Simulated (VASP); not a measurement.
A run of VASP 6.6.1 is set up as follows.

File INCAR:

```
  PREC = Accurate
  ENCUT = 500
  EDIFF = 1E-6
  ISMEAR = 0
  SIGMA = 0.01
  LREAL = False
  LASPH = True
  NELM = 120
  ALGO = Normal
  ISIF = 2
  LWAVE = False
  LCHARG = False
  GGA = PE
  NBANDS = 11
  GGA_COMPAT = False
```

File KPOINTS:

```
regular mesh
0
Gamma
  4 4 4
```

File POSCAR:

```
AlP
1.0
    0.0000000000      2.7392572069      2.7392572069
    2.7392572069      0.0000000000      2.7392572069
    2.7392572069      2.7392572069      0.0000000000
Al P
1 1
Direct
    0.0000000000      0.0000000000      0.0000000000
    0.2500000000      0.2500000000      0.2500000000
```

Potentials or basis: VASP PAW PBE potentials, release 64 (Al, P).

Launch:

```console
$ cat potpaw_PBE.64/Al/POTCAR potpaw_PBE.64/P/POTCAR > POTCAR
$ mpirun -np 1 vasp_std > vasp.out
```

Q: Estimate the band gap on the k mesh.

A: 1.58 eV, indirect (least direct gap 3.21 eV).

Q: Predict the pressure.

A: 1.7 GPa.

Caveat: the k points lie up to 0.50 Å⁻¹ apart. Expect the measured gap to be larger: semilocal functionals such as PBE lack the derivative discontinuity.
